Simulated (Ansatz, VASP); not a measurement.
## MgS: VASP beside Ansatz

Contents of INCAR:

```
PREC     = Accurate       # precision mode
ENCUT    = 520            # plane-wave cutoff, eV
EDIFF    = 1E-6           # SCF threshold, eV
ISMEAR   = 0              # smearing method
SIGMA    = 0.05           # smearing width, eV
LREAL    = False          # projectors in reciprocal space
LASPH    = True           # aspherical terms in the spheres
NELM     = 100            # most SCF steps
ALGO     = Normal         # electronic algorithm
ISIF     = 2              # what is computed and relaxed
LWAVE    = False          # write WAVECAR
LCHARG   = True           # write CHGCAR
GGA      = PE             # functional
LELF     = True           # ELF
LVHAR    = True         
NBANDS   = 11             # bands
```

File KPOINTS:

```
regular mesh
0
Gamma
  8 8 8
```

POSCAR

```
MgS
1.0
    0.0000000000      2.6666912500      2.5366087500
    2.6666912500      0.0000000000      2.5366087500
    2.6666912500      2.6666912500      0.0000000000
Mg S
1 1
Direct
    0.0000000000      0.0000000000      0.0000000000
    0.5000000000      0.5000000000      0.5000000000
```

Input for Ansatz:

```yaml
crystal:
  lattice:
    - [0.0, 2.66669125, 2.53660875]
    - [2.66669125, 0.0, 2.53660875]
    - [2.66669125, 2.66669125, 0.0]
  atoms:
    - { symbol: Mg, position: [0.0, 0.0, 0.0] }
    - { symbol: S, position: [0.5, 0.5, 0.5] }
basis:
  ecutwfc: 420
kpoints:
  mp_grid: { grid: [8, 8, 8] }
hamiltonian:
  xc: pbe
scf:
  occupations: { method: gaussian, width: 0.05 }
output:
  forces: true
  stress: true
  eigenvalues: true
```

Change from the starting cell: strain +0.025 along x and y, -0.025 along z, atoms carried along.

Alike in both runs: task single point; functional PBE; k mesh 8 × 8 × 8; occupations gaussian, width 0.05 eV; no spin polarisation.

```csv
,VASP,Ansatz
version,VASP 6.6.1,Ansatz 0.2.0
potentials or method,"VASP PAW PBE potentials, release 64 (Mg, S), cutoff 520 eV","scalar-relativistic, plane waves, PAW"
valence electrons in the cell,8,16
```

|  | VASP | Ansatz | Ansatz less VASP |
| --- | --- | --- | --- |
| gap on the k mesh at the Fermi level (eV) | 2.52 | 2.53 | +0.016 |
| least direct gap on the mesh (eV) | 3.45 | 3.46 | +0.012 |
| pressure (GPa) | -0.5 | -0.3 | +0.29 |
| traceless stress, the component that is largest in VASP (GPa) | 3.33 | 3.35 | +0.021 |

VASP's potentials hold 8 valence electrons a cell and Ansatz's 16, so a difference there can come from the potentials and not from the codes.
